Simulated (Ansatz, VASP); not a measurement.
# SiGe3Ru2: VASP beside Ansatz

```xyz
6
Lattice="3.6293 0.0000 0.0000 0.0000 3.6293 0.0000 0.0000 0.0000 8.9769" Properties=species:S:1:pos:R:3 pbc="T T T"
Si    0.0000    0.0000    0.0000
Ge    1.8147    1.8147    6.3367
Ge    1.8147    1.8147    2.6402
Ge    1.8147    1.8147    0.0000
Ru    0.0000    1.8147    4.4885
Ru    1.8147    0.0000    4.4885
```

Alike in both runs: functional PBE; k mesh 10 × 10 × 4; occupations gaussian, width 0.1 eV; no spin polarisation.

Ansatz relaxed the structure, and its values are those at the end. VASP's run is a single point on that final structure, the one shown.

|  | VASP | Ansatz |
| --- | --- | --- |
| version | VASP 6.6.1 | Ansatz 0.2.0 |
| potentials or method | VASP PAW PBE potentials, release 64 (Si, Ge_d, Ru_pv), cutoff 520 eV | scalar-relativistic, plane waves, PAW |
| valence electrons in the cell | 74 | 78 |

```csv
,VASP,Ansatz,Ansatz less VASP
gap on the k mesh at the Fermi level (eV),none,none,-
pressure (GPa),0.0,0.0,-0.03
rms of the force components (eV/Å),0.007,0.002,-0.0050
```

A gap of «none» marks a metal or a gap that the smearing closes. The functional is the same, so the differences come from potentials, cutoffs and numerics. VASP's potentials hold 74 valence electrons a cell and Ansatz's 78, so a difference there can come from the potentials and not from the codes.
